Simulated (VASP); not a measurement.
# ZrPdSe3 (Pm-3m) in VASP: notebook, part 2 of 2

VASP 6.6.1.

### Step 3. Single point, PBE

This run uses another cell than the first one, of 22.90 Å³/atom.

Input file INCAR:

```
SYSTEM = ZrPdSe3
ALGO = Normal ; EDIFF = 1E-6
ENCUT = 500 ; GGA = PE
GGA_COMPAT = .False. ; ISIF = 2
ISMEAR = 0 ; LASPH = .True.
LCHARG = .False. ; LREAL = .False.
LWAVE = .False. ; NBANDS = 28
NELM = 120 ; PREC = Accurate
SIGMA = 0.1
```

Input file KPOINTS:

```
k-points
0
Gamma
  4 4 4
  0 0 0
```

Input file POSCAR:

```
ZrPdSe3
1.0
    4.8560114047      0.0000000000      0.0000000000
    0.0000000000      4.8560114047      0.0000000000
    0.0000000000      0.0000000000      4.8560114047
Zr Pd Se
1 1 3
Direct
    0.0000000000      0.0000000000      0.0000000000
    0.5000000000      0.5000000000      0.5000000000
    0.0000000000      0.5000000000      0.5000000000
    0.5000000000      0.5000000000      0.0000000000
    0.5000000000      0.0000000000      0.5000000000
```

Potentials or basis: VASP PAW PBE potentials, release 64 (Zr_sv, Pd, Se).

Started as:

```bash
$ cat potpaw_PBE.64/Zr_sv/POTCAR potpaw_PBE.64/Pd/POTCAR potpaw_PBE.64/Se/POTCAR > POTCAR
$ mpirun -np 1 vasp_std > vasp.out
```

OUTCAR:

```text
SYSTEM = ZrPdSe3
   EDIFF = 1E-6
   ENCUT = 500
   GGA = PE
   ISIF = 2
   ISMEAR = 0
   LASPH = .True.
   LREAL = .False.
   NELM = 120
   PREC = Accurate

 ion  position               nearest neighbor table
   1  0.000  0.000  0.000-
   2  0.500  0.500  0.500-   3 2.43   4 2.43   5 2.43   4 2.43   5 2.43   3 2.43
   3  0.000  0.500  0.500-   2 2.43   2 2.43
   4  0.500  0.500  0.000-   2 2.43   2 2.43
   5  0.500  0.000  0.500-   2 2.43   2 2.43

  LATTYP: Found a simple cubic cell.
 ALAT       =     4.8560114047

  Lattice vectors:

 A1 = (   4.8560114047,   0.0000000000,   0.0000000000)
 A2 = (   0.0000000000,   4.8560114047,   0.0000000000)
 A3 = (   0.0000000000,   0.0000000000,   4.8560114047)

Analysis of symmetry for initial positions (statically):
=====================================================================
 Subroutine PRICEL returns:
 Original cell was already a primitive cell.

 Routine SETGRP: Setting up the symmetry group for a
 simple cubic supercell.

 Subroutine GETGRP returns: Found 48 space group operations
 (whereof 48 operations were pure point group operations)
 out of a pool of 48 trial point group operations.

The static configuration has the point symmetry O_h .

Analysis of symmetry for dynamics (positions and initial velocities):
=====================================================================
 Subroutine PRICEL returns:
 Original cell was already a primitive cell.

 Routine SETGRP: Setting up the symmetry group for a
 simple cubic supercell.

 Subroutine GETGRP returns: Found 48 space group operations
 (whereof 48 operations were pure point group operations)
 out of a pool of 48 trial point group operations.

The dynamic configuration has the point symmetry O_h .

 Subroutine INISYM returns: Found 48 space group operations
[... 105 lines left out ...]
   IALGO  =     38    algorithm
   IMIX   =      4    mixing-type and parameters
     AMIX     =   0.40;   BMIX     =  1.00
     AMIX_MAG =   1.60;   BMIX_MAG =  1.00
  volume/ion in A,a.u.               =      22.90       154.55
  Fermi-wavevector in a.u.,A,eV,Ry     =   1.152962  2.178783 18.086527  1.329322
  Thomas-Fermi vector in A             =   2.289610
   LORBIT       =      0    0 simple, 1 ext, 2 COOP (PROOUT), +10 PAW based schemes
   GGA     = PE    functional components
   LHFCALC =     F    Hartree Fock is set to
   AEXX    =    0.0000 exact exchange contribution
   IVDW    =     0    specifies the selected vdW correction
   LEPSILON=     F    determine dielectric tensor
   LRPA    =     F    only Hartree local field effects (RPA)
 non-spin polarized calculation
 Gauss-broadening in eV      SIGMA  =   0.10
  energy-cutoff  :      500.00
  volume of cell :      114.51
 maximum number of plane-waves:      2945
 NGX is ok and might be reduce to    36
   NGX = 17   NGY = 17   NGZ = 17

 number of electron      39.9999998 magnetization

 Free energy of the ion-electron system (eV)
  ---------------------------------------------------
  ext. energy  EPLUGINS =         0.00000000
  ---------------------------------------------------
  free energy    TOTEN  =       -24.16325752 eV

  energy without entropy =      -24.13371470  energy(sigma->0) =      -24.14848611

 E-fermi :   6.1225     XC(G=0): -10.2184

 val. band max:        6.0997001060   @ k =   0.5000   0.5000   0.5000
 cond. band min:       6.1831359101   @ k =   0.2500   0.2500   0.0000
 fundamental gap:      0.0834358041
 Fermi energy:         6.1224681027

 k-point     1 :       0.0000    0.0000    0.0000
  band No.  band energies     occupation
      1     -45.0480      2.00000
      2     -22.9423      2.00000
      3     -22.9423      2.00000
      4     -22.9423      2.00000
      5      -8.5259      2.00000
      6      -6.7866      2.00000
[... 299 lines left out ...]
     27       9.7052      0.00000
     28      12.3595      0.00000

------------------------ aborting loop because EDIFF is reached ----------------------------------------

  FORCE on cell =-STRESS in cart. coord.  units (eV):
  Direction    XX          YY          ZZ          XY          YZ          ZX
  --------------------------------------------------------------------------------------
  -------------------------------------------------------------------------------------
  Total       -0.0578636     -0.0578636     -0.0578636     -0.0000000      0.0000000      0.0000000
  in kB       -0.8096127     -0.8096127     -0.8096127     -0.0000000      0.0000000      0.0000000
  external PRESSURE =      -0.8096127 kB  Pullay stress =       0.0000000 kB

 VOLUME and BASIS-vectors are now :
 -----------------------------------------------------------------------------
  energy-cutoff  :      500.00
  volume of cell :      114.51
      direct lattice vectors                 reciprocal lattice vectors
     4.856011405  0.000000000  0.000000000     0.205930324  0.000000000  0.000000000
     0.000000000  4.856011405  0.000000000     0.000000000  0.205930324  0.000000000
     0.000000000  0.000000000  4.856011405     0.000000000  0.000000000  0.205930324

 POSITION                                       TOTAL-FORCE (eV/Angst)
 -----------------------------------------------------------------------------------
      0.00000      0.00000      0.00000         0.000000      0.000000      0.000000
      2.42801      2.42801      2.42801         0.000000      0.000000      0.000000
      0.00000      2.42801      2.42801         0.000000      0.000000      0.000000
      2.42801      2.42801      0.00000         0.000000      0.000000      0.000000
      2.42801      0.00000      2.42801         0.000000      0.000000      0.000000
 -----------------------------------------------------------------------------------
    total drift:                                0.000000      0.000000      0.000000

  FREE ENERGIE OF THE ION-ELECTRON SYSTEM (eV)
  ---------------------------------------------------
  free  energy   TOTEN  =       -24.1632575220 eV

  energy  without entropy=      -24.1337146975  energy(sigma->0) =      -24.14848611
```

stdout:

```text
POSCAR found type information on POSCAR ZrPdSe
 POSCAR found :  3 types and       5 ions
 scaLAPACK will be used
 LDA part: xc-table for (Slater+PW92), standard interpolation
 POSCAR, INCAR and KPOINTS ok, starting setup
 FFT: planning ... GRIDC
 FFT: planning ... GRID_SOFT
 FFT: planning ... GRID
 WAVECAR not read
 entering main loop
```

It took 29 s on 1 thread of AMD EPYC 7R13 (Zen 3), shared host; peak memory 0.19 GiB.

Results:

```
Free energy            : -24.1633 eV
Pressure               : -0.1 GPa
Band gap on the k mesh : zero (bands 20 and 21 overlap by 1.10 eV)
```

### Step 4. Relaxation of cell and atoms, PBE

Input file INCAR:

```
SYSTEM = ZrPdSe3
ALGO = Normal ; EDIFF = 1E-7
EDIFFG = -0.04 ; ENCUT = 500
GGA = PE ; GGA_COMPAT = .FALSE.
IBRION = 2 ; ISIF = 3
ISMEAR = 0 ; LASPH = .TRUE.
LCHARG = .FALSE. ; LREAL = .FALSE.
LWAVE = .FALSE. ; NELM = 120
NELMIN = 4 ; NSW = 90
PREC = Accurate ; SIGMA = 0.1
```

Input file KPOINTS:

```
k-points
0
G
  4 4 4
  0 0 0
```

Edit POSCAR of step 3 so:

```diff
@@ -2,5 +2,5 @@
 1.0
-    4.8560114047      0.0000000000      0.0000000000
-    0.0000000000      4.8560114047      0.0000000000
-    0.0000000000      0.0000000000      4.8560114047
+    4.7163625000      0.0000000000      0.0000000000
+    0.0000000000      4.7163625000      0.0000000000
+    0.0000000000      0.0000000000      4.7163625000
 Zr Pd Se
```

Potentials or basis: VASP PAW PBE potentials, release 64 (Zr_sv, Pd, Se).

Started as:

```bash
$ cat potpaw_PBE.64/Zr_sv/POTCAR potpaw_PBE.64/Pd/POTCAR potpaw_PBE.64/Se/POTCAR > POTCAR
$ mpirun -np 1 vasp_std > vasp.out
```

OUTCAR:

```text
SYSTEM = ZrPdSe3
   EDIFF = 1E-7
   EDIFFG = -0.04
   ENCUT = 500
   GGA = PE
   IBRION = 2
   ISIF = 3
   ISMEAR = 0
   LASPH = .TRUE.
   LREAL = .FALSE.
   NELM = 120
   NELMIN = 4
   NSW = 90
   PREC = Accurate

 ion  position               nearest neighbor table
   1  0.000  0.000  0.000-   3 3.33   4 3.33   5 3.33   3 3.33   5 3.33   3 3.33   4 3.33   3 3.33
                             4 3.33   5 3.33   5 3.33   4 3.33
   2  0.500  0.500  0.500-   3 2.36   4 2.36   5 2.36   4 2.36   5 2.36   3 2.36
   3  0.000  0.500  0.500-   2 2.36   2 2.36   1 3.33   1 3.33   1 3.33   1 3.33
   4  0.500  0.500  0.000-   2 2.36   2 2.36   1 3.33   1 3.33   1 3.33   1 3.33
   5  0.500  0.000  0.500-   2 2.36   2 2.36   1 3.33   1 3.33   1 3.33   1 3.33

  LATTYP: Found a simple cubic cell.
 ALAT       =     4.7163625000

  Lattice vectors:

 A1 = (   4.7163625000,   0.0000000000,   0.0000000000)
 A2 = (   0.0000000000,   4.7163625000,   0.0000000000)
[... 213 lines left out ...]
 cond. band min:       5.2490799378   @ k =   0.2500   0.0000   0.0000
 fundamental gap:      0.0544546883
 Fermi energy:         5.2259410865

 k-point     1 :       0.0000    0.0000    0.0000
  band No.  band energies     occupation
      1     -46.0480      2.00000
      2     -23.9344      2.00000
      3     -23.9344      2.00000
      4     -23.9344      2.00000
      5      -8.8926      2.00000
      6      -7.3843      2.00000
[... 297 lines left out ...]
--------------------------------------- Ionic step        3  -------------------------------------------

 number of electron      39.9999998 magnetization

 Free energy of the ion-electron system (eV)
  ---------------------------------------------------
  ext. energy  EPLUGINS =         0.00000000
  ---------------------------------------------------
  free energy    TOTEN  =       -24.15728962 eV

  energy without entropy =      -24.12755667  energy(sigma->0) =      -24.14242314

 E-fermi :   6.1275     XC(G=0): -10.2184

 val. band max:        6.0954178641   @ k =   0.5000   0.5000   0.5000
 cond. band min:       6.1762972059   @ k =   0.2500   0.2500   0.0000
 fundamental gap:      0.0808793418
 Fermi energy:         6.1275026909

 k-point     1 :       0.0000    0.0000    0.0000
  band No.  band energies     occupation
      1     -45.0598      2.00000
      2     -22.9531      2.00000
      3     -22.9531      2.00000
      4     -22.9531      2.00000
      5      -8.5265      2.00000
      6      -6.7875      2.00000
[... 291 lines left out ...]
  FREE ENERGIE OF THE ION-ELECTRON SYSTEM (eV)
  ---------------------------------------------------
  free  energy   TOTEN  =       -24.1572896181 eV

  energy  without entropy=      -24.1275566680  energy(sigma->0) =      -24.14242314

 reached required accuracy - stopping structural energy minimisation
```

Wall time 82 s (1 thread of AMD EPYC 7R13 (Zen 3), shared host); peak memory 0.19 GiB.

Results:

| Item | Value |
| --- | --- |
| Free energy | -24.1573 eV |
| Relaxed volume | 22.91 Å³/atom |
| Relaxed cell | a = 4.856 Å, b = 4.856 Å, c = 4.856 Å, α = 90.00°, β = 90.00°, γ = 90.00° |
| Space group after relaxing (to 0.1 Å) | Pm-3m (No. 221) |
| Energy gained by relaxing | 49.4 meV/atom |
| Ionic steps | 3 |
| Pressure after relaxing | -0.1 GPa |

Step by step:
| step | energy change (eV) | largest force (eV/Å) | pressure (GPa) | volume (Å³) |
| --- | --- | --- | --- | --- |
| 1 | 0.0000 | 0.0000 | 9.04 | 104.91 |
| 2 | -0.0678 | 0.0000 | -5.60 | 123.93 |
| 3 | -0.2470 | 0.0000 | -0.07 | 114.53 |

Final structure:
```
CELL_PARAMETERS angstrom
4.85626 0.00000 0.00000
0.00000 4.85626 0.00000
0.00000 0.00000 4.85626
ATOMIC_POSITIONS crystal
Zr 0.00000 0.00000 0.00000
Pd 0.50000 0.50000 0.50000
Se 0.00000 0.50000 0.50000
Se 0.50000 0.50000 0.00000
Se 0.50000 0.00000 0.50000
```

Levels at points of the mesh, in eV from the Fermi level:
```csv
k point,band 17,band 18,band 19,band 20,band 21,band 22,band 23,band 24
"(0.00, 0.00, 0.00)",-1.74,-1.74,-0.83,-0.83,-0.83,-0.37,-0.37,-0.18
"(0.50, 0.00, 0.00)",-1.51,-1.51,-1.18,-1.18,-0.44,-0.08,0.21,1.41
"(0.50, 0.50, 0.00)",-1.82,-1.72,-1.72,-0.74,0.25,0.31,1.37,1.69
"(0.50, 0.50, 0.50)",-0.04,-0.04,-0.04,-0.03,0.16,0.16,0.16,0.40
```

Caveat: the highest band is partly filled, so the run has too few bands.

### Step 5. Overview

| task | cell | gap on the mesh (eV) | pressure (GPa) |
| --- | --- | --- | --- |
| single point | a = 4.716 Å, 5 atoms | none | 9.0 |
| single point | a = 4.856 Å, 5 atoms | none | -0.1 |
| relaxation of cell and atoms | relaxed from a = 4.716 Å, 5 atoms | - | -0.1 |

Alike in all rows: level PBE; potentials or basis VASP PAW PBE potentials, release 64 (Zr_sv, Pd, Se); no spin polarisation; k mesh 4 × 4 × 4; cutoff (eV) 500; smearing gaussian 0.1 eV.

Caveats: the cell stands under pressure (at least some runs); the highest band is partly filled, so the run has too few bands (at least some runs).

Total energies depend on the potentials used, so only differences within one code and one set of settings carry meaning.
